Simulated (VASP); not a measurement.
# CsH (Imm2) in VASP: a series of runs

CsH is run at these levels: LDA; tasks: single point.

Program: VASP 6.6.1. These are calculated values, not measurements. Logs are shortened: lines on timing, memory, paths and dates and some standing lists are left out, and cuts for length are marked.

## (1) The cell of the first run

The structure is orthorhombic, space group Imm2 (No. 44). The conventional cell has a = 4.509 Å, b = 6.376 Å, c = 4.509 Å, α = 90.00°, β = 90.00°, γ = 90.00°. Within 4.2 Å of Cs (site symmetry mm2) lie 6 H at 3.16 to 3.22 Å. H (site symmetry mm2) has 6 Cs at 3.16 to 3.22 Å within 4.2 Å.

## (2) Single point, LDA

INCAR

```
PREC = Accurate ; ENCUT = 500
EDIFF = 1E-6 ; ISMEAR = 0
SIGMA = 0.01 ; LREAL = False
LASPH = True ; NELM = 120
ALGO = Normal ; ISIF = 2
LWAVE = False ; LCHARG = True
LELF = True ; LVHAR = True
NBANDS = 12 ; GGA_COMPAT = False
```

KPOINTS

```
Automatic mesh
0
Gamma
  4 4 4
```

POSCAR

```
CsH
1.0
    0.0000000000      3.1880000000      3.1880000000
    3.1880000000      0.0000000000      3.1880000000
    3.1880000000      3.1880000000      0.0000000000
Cs H
1 1
Direct
    0.0000000000      0.0100000000      0.0000000000
    0.5000000000      0.5000000000      0.5000000000
```

Potentials or basis: VASP PAW LDA potentials, release 64 (Cs_sv, H).

Started as:

```
> cat potpaw_LDA.64/Cs_sv/POTCAR potpaw_LDA.64/H/POTCAR > POTCAR
> mpirun -np 1 vasp_std > vasp.out
```

OUTCAR:

```text
PREC = Accurate
   ENCUT = 500
   EDIFF = 1E-6
   ISMEAR = 0
   LREAL = False
   LASPH = True
   NELM = 120
   ISIF = 2

 ion  position               nearest neighbor table
   1  0.000  0.010  0.000-
   2  0.500  0.500  0.500-

  LATTYP: Found a face centered cubic cell.
 ALAT       =     6.3760000000

  Lattice vectors:

 A1 = (   0.0000000000,   3.1880000000,   3.1880000000)
 A2 = (   3.1880000000,   0.0000000000,   3.1880000000)
 A3 = (   3.1880000000,   3.1880000000,   0.0000000000)

Analysis of symmetry for initial positions (statically):
=====================================================================
 Subroutine PRICEL returns:
 Original cell was already a primitive cell.

 Routine SETGRP: Setting up the symmetry group for a
 face centered cubic supercell.

 Subroutine GETGRP returns: Found  4 space group operations
 (whereof  4 operations were pure point group operations)
 out of a pool of 48 trial point group operations.

The static configuration has the point symmetry C_2v.

Analysis of symmetry for dynamics (positions and initial velocities):
=====================================================================
 Subroutine PRICEL returns:
 Original cell was already a primitive cell.

 Routine SETGRP: Setting up the symmetry group for a
 face centered cubic supercell.

 Subroutine GETGRP returns: Found  4 space group operations
 (whereof  4 operations were pure point group operations)
 out of a pool of 48 trial point group operations.

The dynamic configuration has the point symmetry C_2v.

 Subroutine INISYM returns: Found  4 space group operations
 (whereof  4 operations are pure point group operations),
 and found     1 'primitive' translations

----------------------------------------------------------------------------------------

                                     Primitive cell

  volume of cell :      64.8015

  direct lattice vectors                    reciprocal lattice vectors
     0.000000000  3.188000000  3.188000000    -0.156838143  0.156838143  0.156838143
     3.188000000  0.000000000  3.188000000     0.156838143 -0.156838143  0.156838143
     3.188000000  3.188000000  0.000000000     0.156838143  0.156838143 -0.156838143

  length of vectors
     4.508512837  4.508512837  4.508512837     0.271651632  0.271651632  0.271651632

  position of ions in fractional coordinates (direct lattice)
     0.000000000  0.010000000  0.000000000
     0.500000000  0.500000000  0.500000000

  ion indices of the primitive-cell ions
   primitive index   ion index
                 1           1
                 2           2

----------------------------------------------------------------------------------------

 KPOINTS: Automatic mesh

Automatic generation of k-mesh.
 Grid dimensions read from file:
 generate k-points for:    4    4    4

 Generating k-lattice:

  Cartesian coordinates                     Fractional coordinates (reciprocal lattice)
    -0.039209536  0.039209536  0.039209536     0.250000000  0.000000000  0.000000000
     0.039209536 -0.039209536  0.039209536     0.000000000  0.250000000  0.000000000
     0.039209536  0.039209536 -0.039209536     0.000000000  0.000000000  0.250000000

  Length of vectors
     0.067912908  0.067912908  0.067912908

  Shift w.r.t. Gamma in fractional coordinates (k-lattice)
     0.000000000  0.000000000  0.000000000

 Subroutine IBZKPT returns following result:
 ===========================================

 Found     18 irreducible k-points:

 Following reciprocal coordinates:
            Coordinates               Weight
  0.000000  0.000000  0.000000      1.000000
  0.250000  0.000000  0.000000      4.000000
  0.000000  0.250000  0.000000      4.000000
  0.500000  0.000000  0.000000      2.000000
  0.000000  0.500000  0.000000      2.000000
  0.250000  0.250000  0.000000      4.000000
[... 10 lines left out ...]
 -0.250000  0.500000  0.250000      2.000000
  0.250000 -0.250000  0.500000      4.000000
   k-points           NKPTS =     18   k-points in BZ     NKDIM =     18   number of bands    NBANDS=     12
   number of dos      NEDOS =    301   number of ions     NIONS =      2
   total plane-waves  NPLWV =  46656
   dimension x,y,z NGX =    36 NGY =   36 NGZ =   36
   dimension x,y,z NGXF=    72 NGYF=   72 NGZF=   72
   ions per type =               1   1
   NGX,Y,Z   is equivalent  to a cutoff of  13.27, 13.27, 13.27 a.u.
   NGXF,Y,Z  is equivalent  to a cutoff of  26.55, 26.55, 26.55 a.u.
 SYSTEM =  unknown system
   PREC   = accura    normal or accurate (medium, high low for compatibility)
   ISTART =      0    job   : 0-new  1-cont  2-samecut
   ICHARG =      2    charge: 1-file 2-atom 10-const
   ISPIN  =      1    spin polarized calculation?
   LNONCOLLINEAR =      F non collinear calculations
   LSORBIT =      F    spin-orbit coupling
   LASPH  =      T    aspherical Exc in radial PAW
   ENCUT  =  500.0 eV  36.75 Ry    6.06 a.u.   8.22  8.22  8.22*2*pi/ulx,y,z
   NELM   =    120;   NELMIN=  2; NELMDL= -5     # of ELM steps
   EDIFF  = 0.1E-05   stopping-criterion for ELM
   LREAL  =      F    real-space projection
   EDIFFG = 0.1E-04   stopping-criterion for IOM
   NSW    =      0    number of steps for IOM
   IBRION =     -1    ionic relax: 0-MD 1-quasi-New 2-CG
   NFREE  =      0    steps in history (QN), initial steepest desc. (CG)
   ISIF   =      2    stress and relaxation
   ISYM   =      2    0-nonsym 1-usesym 2-fastsym
   POTIM  = 0.5000    time-step for ionic-motion
   TEBEG  =    0.0;   TEEND  =   0.0 temperature during run
   PSTRESS=    0.0 pullay stress
   NELECT =      10.0000    total number of electrons
   NUPDOWN=      -1.0000    fix difference up-down
   EMIN   =  10.00;   EMAX   =-10.00  energy-range for DOS
   EFERMI =   0.00;   METHOD = LEGACY
   ISMEAR =     0;   SIGMA  =   0.01  broadening in eV -4-tet -1-fermi 0-gaus
   EFERMI_NEDOS =   21; number of points for ismear=-14 and -15
   IALGO  =     38    algorithm
   IMIX   =      4    mixing-type and parameters
     AMIX     =   0.40;   BMIX     =  1.00
     AMIX_MAG =   1.60;   BMIX_MAG =  1.00
  volume/ion in A,a.u.               =      32.40       218.65
  Fermi-wavevector in a.u.,A,eV,Ry     =   0.878105  1.659378 10.491026  0.771069
  Thomas-Fermi vector in A             =   1.998146
   LORBIT       =      0    0 simple, 1 ext, 2 COOP (PROOUT), +10 PAW based schemes
   GGA     = CA    functional components
   LHFCALC =     F    Hartree Fock is set to
   AEXX    =    0.0000 exact exchange contribution
   IVDW    =     0    specifies the selected vdW correction
   LEPSILON=     F    determine dielectric tensor
   LRPA    =     F    only Hartree local field effects (RPA)
 non-spin polarized calculation
 Gauss-broadening in eV      SIGMA  =   0.01
  energy-cutoff  :      500.00
  volume of cell :       64.80
 maximum number of plane-waves:      1676
 NGX is ok and might be reduce to    36
   NGX = 17   NGY = 17   NGZ = 17

 number of electron      10.0000000 magnetization

 Free energy of the ion-electron system (eV)
  ---------------------------------------------------
  ext. energy  EPLUGINS =         0.00000000
  ---------------------------------------------------
  free energy    TOTEN  =        -4.88937027 eV

  energy without entropy =       -4.88937027  energy(sigma->0) =       -4.88937027

 E-fermi :   0.1633     XC(G=0):  -7.5290

 val. band max:        0.0370344029   @ k =   0.5000   0.0000   0.0000
 cond. band min:       1.9694422159   @ k =   0.5000   0.0000   0.0000
 fundamental gap:      1.9324078130
 Fermi energy:         0.1633200642

 k-point     1 :       0.0000    0.0000    0.0000
  band No.  band energies     occupation
      1     -21.4162      2.00000
      2      -7.8640      2.00000
      3      -7.8638      2.00000
      4      -7.8635      2.00000
      5      -1.8349      2.00000
      6       5.0137      0.00000
      7       5.0137      0.00000
      8       5.0142      0.00000
      9       5.6952      0.00000
     10       6.8255      0.00000
     11       6.8259      0.00000
     12       8.5450      0.00000

 k-point     2 :       0.2500    0.0000    0.0000
  band No.  band energies     occupation
      1     -21.3765      2.00000
      2      -8.3355      2.00000
      3      -7.9132      2.00000
      4      -7.9130      2.00000
      5      -0.9752      2.00000
      6       3.3891      0.00000
      7       5.0585      0.00000
      8       5.0621      0.00000
      9       5.6919      0.00000
     10       6.5830      0.00000
     11       6.5846      0.00000
     12      10.7257      0.00000

 k-point     3 :       0.0000    0.2500    0.0000
  band No.  band energies     occupation
      1     -21.3765      2.00000
      2      -8.3357      2.00000
      3      -7.9131      2.00000
      4      -7.9128      2.00000
      5      -0.9757      2.00000
      6       3.3907      0.00000
      7       5.0607      0.00000
      8       5.0621      0.00000
      9       5.6875      0.00000
     10       6.5830      0.00000
     11       6.5838      0.00000
     12      10.7268      0.00000

 k-point     4 :       0.5000    0.0000    0.0000
  band No.  band energies     occupation
      1     -21.3362      2.00000
      2      -8.7365      2.00000
      3      -7.9610      2.00000
      4      -7.9609      2.00000
      5       0.0370      2.00000
      6       1.9694      0.00000
      7       4.5803      0.00000
      8       4.5803      0.00000
      9       7.0249      0.00000
     10       8.2274      0.00000
     11       8.2279      0.00000
     12       9.5219      0.00000

 k-point     5 :       0.0000    0.5000    0.0000
  band No.  band energies     occupation
      1     -21.3362      2.00000
      2      -8.7366      2.00000
      3      -7.9610      2.00000
      4      -7.9607      2.00000
      5       0.0355      2.00000
      6       1.9716      0.00000
      7       4.5801      0.00000
      8       4.5801      0.00000
      9       7.0222      0.00000
     10       8.2277      0.00000
     11       8.2278      0.00000
     12       9.5214      0.00000
[... 138 lines left out ...]
      1     -21.3107      2.00000
      2      -8.6102      2.00000
      3      -8.1469      2.00000
      4      -8.1468      2.00000
      5      -1.1853      2.00000
      6       2.8871      0.00000
      7       5.3414      0.00000
      8       7.8576      0.00000
      9       8.1125      0.00000
     10       8.1482      0.00000
     11       8.3024      0.00000
     12       8.7777      0.00000

 k-point    16 :       0.5000    0.0000    0.5000
  band No.  band energies     occupation
      1     -21.3107      2.00000
      2      -8.6102      2.00000
      3      -8.1471      2.00000
      4      -8.1466      2.00000
      5      -1.1855      2.00000
      6       2.8869      0.00000
      7       5.3430      0.00000
      8       7.8280      0.00000
      9       8.1113      0.00000
     10       8.1781      0.00000
     11       8.3028      0.00000
     12       8.7778      0.00000

 k-point    17 :      -0.2500    0.5000    0.2500
  band No.  band energies     occupation
      1     -21.3103      2.00000
      2      -8.3888      2.00000
      3      -8.3887      2.00000
      4      -8.1926      2.00000
      5      -0.7278      2.00000
      6       3.9302      0.00000
      7       3.9305      0.00000
      8       5.0120      0.00000
      9       8.2540      0.00000
     10       8.7707      0.00000
     11       8.7859      0.00000
     12       8.7921      0.00000

 k-point    18 :       0.2500   -0.2500    0.5000
  band No.  band energies     occupation
      1     -21.3103      2.00000
      2      -8.3887      2.00000
      3      -8.3887      2.00000
      4      -8.1926      2.00000
      5      -0.7276      2.00000
      6       3.9302      0.00000
      7       3.9304      0.00000
      8       5.0099      0.00000
      9       8.2625      0.00000
     10       8.7708      0.00000
     11       8.7788      0.00000
     12       8.7920      0.00000

------------------------ aborting loop because EDIFF is reached ----------------------------------------

  FORCE on cell =-STRESS in cart. coord.  units (eV):
  Direction    XX          YY          ZZ          XY          YZ          ZX
  --------------------------------------------------------------------------------------
  -------------------------------------------------------------------------------------
  Total       -0.4955894     -0.4997298     -0.4955894      0.0000000      0.0000000     -0.0007255
  in kB      -12.2531471    -12.3555174    -12.2531471      0.0000000      0.0000000     -0.0179371
  external PRESSURE =     -12.2872705 kB  Pullay stress =       0.0000000 kB

 VOLUME and BASIS-vectors are now :
 -----------------------------------------------------------------------------
  energy-cutoff  :      500.00
  volume of cell :       64.80
      direct lattice vectors                 reciprocal lattice vectors
     0.000000000  3.188000000  3.188000000    -0.156838143  0.156838143  0.156838143
     3.188000000  0.000000000  3.188000000     0.156838143 -0.156838143  0.156838143
     3.188000000  3.188000000  0.000000000     0.156838143  0.156838143 -0.156838143

 POSITION                                       TOTAL-FORCE (eV/Angst)
 -----------------------------------------------------------------------------------
      0.03188      0.00000      0.03188        -0.014162      0.000000     -0.014162
      3.18800      3.18800      3.18800         0.014162      0.000000      0.014162
 -----------------------------------------------------------------------------------
    total drift:                               -0.000049      0.000000     -0.000049

  FREE ENERGIE OF THE ION-ELECTRON SYSTEM (eV)
  ---------------------------------------------------
  free  energy   TOTEN  =        -4.8893702652 eV

  energy  without entropy=       -4.8893702652  energy(sigma->0) =       -4.88937027
```

It took 21 s on 1 thread of Intel Xeon 8259CL, shared host; peak memory 0.17 GiB.

What came out:

* Free energy: -4.8894 eV
* Pressure: -1.2 GPa
* Largest force: 0.020 eV/Å
* Band gap on the k mesh: 1.93 eV

Forces on the atoms (eV/Å):
```
Cs  -0.014  0.000 -0.014
H    0.014  0.000  0.014
```

Levels at points of the mesh, in eV from the valence-band top:
```tsv
k point	band 1	band 2	band 3	band 4	band 5	band 6	band 7	band 8	band 9	band 10
(0.00, 0.00, 0.00)	-21.45	-7.90	-7.90	-7.90	-1.87	4.98	4.98	4.98	5.66	6.79
(0.50, 0.00, 0.00)	-21.37	-8.77	-8.00	-8.00	0.00	1.93	4.54	4.54	6.99	8.19
(0.00, 0.50, 0.00)	-21.37	-8.77	-8.00	-8.00	0.00	1.93	4.54	4.54	6.99	8.19
(0.50, 0.50, 0.00)	-21.35	-8.65	-8.18	-8.18	-1.22	2.85	5.30	7.82	8.08	8.11
(0.50, 0.00, 0.50)	-21.35	-8.65	-8.18	-8.18	-1.22	2.85	5.31	7.79	8.07	8.14
```

Caveat: the k points lie up to 0.43 Å⁻¹ apart; spin-orbit coupling is left out, which moves the levels of the heavy elements.

(Part 1 of 3 ends here.)
